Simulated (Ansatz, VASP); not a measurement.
**Mo: VASP beside Ansatz**

Contents of INCAR:

```
PREC = Accurate ; ENCUT = 520
EDIFF = 1E-6 ; ISMEAR = 0
SIGMA = 0.1 ; LREAL = Auto
LASPH = T ; NELM = 80
ALGO = Normal ; ISIF = 2
LWAVE = F ; LCHARG = F
LDIPOL = T ; IDIPOL = 3
DIPOL = 0.5 0.5 0.294 ; GGA = PE
NBANDS = 126
```

File KPOINTS:

```
regular mesh
0
Gamma
  4 4 1
```

The input POSCAR:

```
Mo
1.0
    6.3209357475      0.0000000000      0.0000000000
    0.0000000000      6.3209357475      0.0000000000
    0.0000000000      0.0000000000     21.5883894861
Mo
16
Direct
    0.2500000000      0.2500000000      0.1852847802
    0.2500000000      0.7500000000      0.1852847802
    0.7500000000      0.2500000000      0.1852847802
    0.7500000000      0.7500000000      0.1852847802
    0.0000000000      0.0000000000      0.2584831045
    0.0000000000      0.5000000000      0.2584831045
    0.5000000000      0.0000000000      0.2584831045
    0.5000000000      0.5000000000      0.2584831045
    0.2500000000      0.2500000000      0.3340309603
    0.2500000000      0.7500000000      0.3340309603
    0.7500000000      0.2500000000      0.3340309603
    0.7500000000      0.7500000000      0.3340309603
    0.0000000000      0.0000000000      0.3978244645
    0.0000000000      0.5000000000      0.3978244645
    0.5000000000      0.0000000000      0.3978244645
    0.5000000000      0.5000000000      0.3978244645
```

Input for Ansatz:

```yaml
crystal:
  lattice:
    - [6.3209357475, 0.0, 0.0]
    - [0.0, 6.3209357475, 0.0]
    - [0.0, 0.0, 21.5883894861]
  atoms:
    - { symbol: Mo, position: [0.25, 0.25, 0.1852847802] }
    - { symbol: Mo, position: [0.25, 0.75, 0.1852847802] }
    - { symbol: Mo, position: [0.75, 0.25, 0.1852847802] }
    - { symbol: Mo, position: [0.75, 0.75, 0.1852847802] }
    - { symbol: Mo, position: [0.0, 0.0, 0.2584831045] }
    - { symbol: Mo, position: [0.0, 0.5, 0.2584831045] }
    - { symbol: Mo, position: [0.5, 0.0, 0.2584831045] }
    - { symbol: Mo, position: [0.5, 0.5, 0.2584831045] }
    - { symbol: Mo, position: [0.25, 0.25, 0.3340309603] }
    - { symbol: Mo, position: [0.25, 0.75, 0.3340309603] }
    - { symbol: Mo, position: [0.75, 0.25, 0.3340309603] }
    - { symbol: Mo, position: [0.75, 0.75, 0.3340309603] }
    - { symbol: Mo, position: [0.0, 0.0, 0.3978244645] }
    - { symbol: Mo, position: [0.0, 0.5, 0.3978244645] }
    - { symbol: Mo, position: [0.5, 0.0, 0.3978244645] }
    - { symbol: Mo, position: [0.5, 0.5, 0.3978244645] }
basis:
  ecutwfc: 420
kpoints:
  mp_grid: { grid: [4, 4, 1] }
hamiltonian:
  xc: pbe
  pseudopotentials: { kind: paw, azcp: { folder: soft_1 } }
scf:
  occupations: { method: gaussian, width: 0.1 }
output:
  forces: true
  eigenvalues: true
efield:
  axis: 3
  dipole_correction: true
  ramp_width: 0.04
```

Alike in both runs: task single point; functional PBE; k mesh 4 × 4 × 1; occupations gaussian, width 0.1 eV; no spin polarisation.

|  | VASP | Ansatz |
| --- | --- | --- |
| version | VASP 6.6.1 | Ansatz 0.2.0 |
| potentials or method | VASP PAW PBE potentials, release 64 (Mo_sv), cutoff 520 eV | scalar-relativistic, plane waves, PAW |
| valence electrons in the cell | 224 | 224 |

|  | VASP | Ansatz | Ansatz less VASP |
| --- | --- | --- | --- |
| gap on the k mesh at the Fermi level (eV) | none | none | - |
| rms of the force components (eV/Å) | 0.718 | 0.722 | +0.0037 |

Atom by atom the forces differ by 0.014 eV/Å (rms over components). A gap of «none» marks a metal or a gap that the smearing closes.
